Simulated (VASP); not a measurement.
**Ta3Si2: relaxation of cell and atoms with PBE**

Ta3Si2:

```xyz
5
Lattice="4.0162 0.0000 0.0000 -2.0081 3.4781 0.0000 0.0000 0.0000 6.3886" Properties=species:S:1:pos:R:3 pbc="T T T"
Ta    0.0000    0.0000    0.0000
Ta    0.0000    2.3188    4.0592
Ta    2.0081    1.1594    2.3294
Si    0.0000    2.3188    1.3171
Si    2.0081    1.1594    5.0716
```

```yaml
Program: VASP 6.6.1
Task: relaxation of cell and atoms
Functional: PBE
Potentials_or_basis: VASP PAW PBE potentials, release 64 (Ta_pv, Si)
Cutoff: 600 eV
k_mesh: 12 × 12 × 6
Occupations: gaussian, width 0.1 eV
Spin: no spin polarisation
Dipole_correction: no
Further_INCAR_settings: ALGO = Fast; EDIFF = 1e-07; IBRION = 2; EDIFFG = -0.01; NSW = 100; ISIF = 3
```

* Relaxed volume: 17.87 Å³/atom
* Relaxed cell: a = 4.021 Å, b = 4.021 Å, c = 6.379 Å, α = 90.00°, β = 90.00°, γ = 120.00°
* Space group after relaxing (to 0.05 Å): P-3m1 (No. 164)
* Energy gained by relaxing: 0.1 meV/atom
* Ionic steps: 7
* Pressure after relaxing: 0.0 GPa
* Largest force after relaxing: 0.006 eV/Å

Forces in eV/Å, atoms in the order of the input:
```
Ta   0.000  0.000  0.000
Ta   0.000  0.000  0.006
Ta   0.000  0.000 -0.006
Si   0.000  0.000  0.006
Si   0.000  0.000 -0.006
```

The path:
| step | energy change (eV) | largest force (eV/Å) | pressure (GPa) | volume (Å³) |
| --- | --- | --- | --- | --- |
| 1 | 0.0000 | 0.0584 | 0.11 | 89.24 |
| 2 | -0.0004 | 0.0217 | -0.14 | 89.40 |
| 3 | -0.0004 | 0.0216 | -0.11 | 89.39 |
| 4 | -0.0004 | 0.0204 | 0.16 | 89.26 |
| 5 | -0.0004 | 0.0126 | 0.04 | 89.32 |
| 6 | -0.0004 | 0.0128 | 0.03 | 89.32 |
| 7 | -0.0004 | 0.0064 | 0.01 | 89.33 |

Final structure:
```xyz
5
Lattice="4.0212 0.0000 0.0000 -2.0106 3.4825 0.0000 0.0000 0.0000 6.3793" Properties=species:S:1:pos:R:3 pbc="T T T"
Ta    0.0000    0.0000    6.3793
Ta    0.0000    2.3216    4.0507
Ta    2.0106    1.1608    2.3286
Si    0.0000    2.3216    1.3175
Si    2.0106    1.1608    5.0619
```

Levels at points of the mesh, in eV from the Fermi level:
```tsv
k point	band 18	band 19	band 20	band 21	band 22	band 23
(0.00, 0.00, 0.00)	-2.42	-2.11	0.24	0.83	0.83	1.68
(0.50, 0.00, 0.00)	-2.17	-1.29	-0.57	0.57	0.79	0.91
(0.00, 0.00, 0.50)	-1.39	-1.39	-0.41	-0.41	-0.25	-0.25
(0.50, 0.00, 0.50)	-1.63	-1.19	-0.84	0.33	0.40	0.72
```

It took 9.9 min on 1 thread of Intel(R) Xeon(R) 6975P-C (Granite Rapids) (shared host), peak memory 0.4 GiB.

Caveat: the bands computed are all filled at some k points, so no gap is given; spin-orbit coupling is left out, which moves the levels of the heavy elements.
